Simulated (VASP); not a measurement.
The system is CdGeAs2.

```
CELL_PARAMETERS angstrom
4.20908 0.00000 0.00000
0.00000 4.20908 0.00000
0.00000 0.00000 5.99974
ATOMIC_POSITIONS crystal
Cd 0.00000 0.00000 0.50000
Ge 0.50000 0.50000 0.00000
As 0.50000 0.00000 0.76927
As 0.00000 0.50000 0.23073
```

| Quantity | Value |
| --- | --- |
| Program | VASP 6.6.1 |
| Task | relaxation of cell and atoms |
| Functional | PBE |
| Potentials or basis | VASP PAW PBE potentials, release 64 (Cd, Ge_d, As) |
| Cutoff | 600 eV |
| k mesh | 10 × 10 × 8 |
| Occupations | gaussian, width 0.1 eV |
| Spin | no spin polarisation |

At the start: pressure 0.0 GPa; volume 26.57 Å³/atom.

Question: Where does the relaxation end?

Answer: Over 9 steps the energy falls by 6.7 meV/atom and the volume is 26.52 Å³/atom (-0.2 %); space group P-4m2 (No. 115, to 0.05 Å).

Step by step:
```csv
step,energy change (eV),largest force (eV/Å),pressure (GPa),volume (Å³)
1,0.0000,0.3116,0.01,106.29
2,-0.0166,0.1330,-0.03,106.32
3,-0.0239,0.0722,-0.08,106.33
4,-0.0239,0.0948,-0.08,106.33
5,-0.0256,0.0677,0.01,106.06
6,-0.0260,0.0023,0.31,105.40
7,-0.0265,0.0262,0.23,105.67
8,-0.0266,0.0113,-0.19,106.42
9,-0.0268,0.0058,0.02,106.07
```

Final structure:
```yaml
crystal:
  lattice:
    - [4.13823, 0.00000, 0.00000]
    - [0.00000, 4.13823, 0.00000]
    - [0.00000, 0.00000, 6.19406]
  atoms:
    - { symbol: Cd, position: [0.00000, 0.00000, 0.50000] }
    - { symbol: Ge, position: [0.50000, 0.50000, 0.00000] }
    - { symbol: As, position: [0.50000, 0.00000, 0.76588] }
    - { symbol: As, position: [0.00000, 0.50000, 0.23412] }
```
